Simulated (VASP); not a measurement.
A run of VASP 6.6.1:

Contents of INCAR:

```
SYSTEM = Hf2Bi2O
PREC = Accurate
ENCUT = 520
EDIFF = 1E-6
ISMEAR = 0
SIGMA = 0.1
LREAL = .False.
LASPH = .True.
NELM = 60
ALGO = Normal
ISIF = 2
LWAVE = .False.
LCHARG = .False.
GGA = PE
NBANDS = 36
```

KPOINTS

```
Automatic mesh
0
Gamma
  4 4 4
  0 0 0
```

POSCAR

```
Hf2Bi2O
1.0
    3.7772560138      0.0000000000      0.0000000000
    0.0000000000      3.7772560138      0.0000000000
    0.0000000000      0.0000000000      7.6845902982
Hf Bi O
2 2 1
Direct
    0.0000000000      0.0000000000      0.2619088452
    0.0000000000      0.0000000000      0.7380911548
    0.5000000000      0.5000000000      0.0000000000
    0.5000000000      0.5000000000      0.5000000000
    0.0000000000      0.0000000000      0.0000000000
```

Potentials or basis: VASP PAW PBE potentials, release 64 (Hf_pv, Bi_d, O).

Command:

```bash
$ cat potpaw_PBE.64/Hf_pv/POTCAR potpaw_PBE.64/Bi_d/POTCAR potpaw_PBE.64/O/POTCAR > POTCAR
$ mpirun -np 1 vasp_std > vasp.out
```

Hardware: 1 thread of Intel(R) Xeon(R) 6975P-C (Granite Rapids) (shared host).

Problem. How long does it take, and how much memory?

Solution. Run time: 29 s on 1 thread of Intel(R) Xeon(R) 6975P-C (Granite Rapids), on a shared host, peak memory 0.23 GiB. Counts: scf iterations 15, k points 18.
